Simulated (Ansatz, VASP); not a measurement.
This is a calculation of GaN for Ansatz 0.2.0.

The input input.yaml:

```yaml
crystal:
  lattice:
    - [0.0, 2.135235, 2.135235]
    - [2.135235, 0.0, 2.135235]
    - [2.135235, 2.135235, 0.0]
  atoms:
    - { symbol: Ga, position: [0.0, 0.0, 0.0] }
    - { symbol: "N", position: [0.5, 0.5, 0.5] }
hamiltonian:
  xc: pbe
  pseudopotentials: { kind: paw }
  dispersion: d3bj
kpoints:
  mp_grid: { grid: [11, 11, 11] }
scf:
  occupations: { method: fermi_dirac, width: 0.05 }
output:
  forces: true
  stress: true
  eigenvalues: true
relax:
  f_tol: 0.01
  max_steps: 40
  cell: { stress_tol: 0.05 }
```

Potentials or basis: Ansatz PAW.

Run with:

```bash
$ ansatz run input.yaml --threads 2 --pin off --max-ram 5632MiB --backend cpu --events-out ev --progress --plain --runs-dir out
```

Question: Translate it to VASP 6.6.1. Potentials there: VASP PAW PBE potentials, release 64 (Ga_d, N).

Answer: As run (the cutoff follows the program's own potentials):

Contents of INCAR:

```
PREC = Accurate
ENCUT = 600
EDIFF = 1E-6
ISMEAR = -1
SIGMA = 0.05
LREAL = False
LASPH = True
NELM = 80
ALGO = Normal
ISIF = 3
LWAVE = False
LCHARG = False
GGA = PE
IVDW = 12
IBRION = 2
NSW = 60
EDIFFG = -0.01
```

The input KPOINTS:

```
Automatic mesh
0
Gamma
  11 11 11
```

POSCAR

```
GaN
1.0
    0.0000000000      2.1352350000      2.1352350000
    2.1352350000      0.0000000000      2.1352350000
    2.1352350000      2.1352350000      0.0000000000
Ga N
1 1
Direct
    0.0000000000      0.0000000000      0.0000000000
    0.5000000000      0.5000000000      0.5000000000
```

Potentials or basis: VASP PAW PBE potentials, release 64 (Ga_d, N).

Run with:

```console
$ cat potpaw_PBE.64/Ga_d/POTCAR potpaw_PBE.64/N/POTCAR > POTCAR
$ mpirun -np 1 vasp_std > vasp.out
```

Both were run:

|  | VASP | Ansatz | Ansatz less VASP |
| --- | --- | --- | --- |
| gap on the k mesh at the Fermi level, each at its own relaxed structure (eV) | 0.69 | 0.71 | +0.024 |
| relaxed volume (Å³/atom) | 9.51 | 9.49 | -0.021 |
| relaxed cell length with the largest relative difference (Å) | 2.996 | 2.994 | -0.0022 |

Noted on Ansatz's run: odd divisions of the mesh miss points on the zone boundary, where band edges often lie, so the gap on the mesh can be too wide; the plane-wave basis is chosen anew once the cell has moved, so the energies of steps on either side of that aren't comparable.
